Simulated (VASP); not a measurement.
Here is a VASP 6.6.1 calculation.

File INCAR:

```
SYSTEM = Ta
PREC = Accurate
ENCUT = 600
EDIFF = 1E-8
ISMEAR = -1
SIGMA = 0.15
LREAL = .False.
LASPH = .True.
NELM = 100
ALGO = Normal
ISIF = 3
LWAVE = .False.
LCHARG = .False.
GGA = CA
NBANDS = 12
IBRION = 6
NFREE = 2
POTIM = 0.015
NSW = 1
```

File KPOINTS:

```
Automatic mesh
0
Gamma
  18 18 18
  0 0 0
```

File POSCAR:

```
Ta
1.0
   -1.6275257583      1.6275257583      1.6275257583
    1.6275257583     -1.6275257583      1.6275257583
    1.6275257583      1.6275257583     -1.6275257583
Ta
1
Direct
    0.0000000000      0.0000000000      0.0000000000
```

Potentials or basis: VASP PAW LDA potentials, release 64 (Ta_pv).

Run with:

```console
$ cat potpaw_LDA.64/Ta_pv/POTCAR > POTCAR
$ mpirun -np 1 vasp_std > vasp.out
```

Problem. Predict the elastic constants C11, C12, C44.

Solution. 304, 177, 68 GPa.

Problem. Predict the Voigt bulk modulus.

Solution. 219 GPa.

Clamped-ion elastic tensor (GPa):
```
304 177 177   0   0   0
177 304 177   0   0   0
177 177 304   0   0   0
  0   0   0  68   0   0
  0   0   0   0  68   0
  0   0   0   0   0  68
```
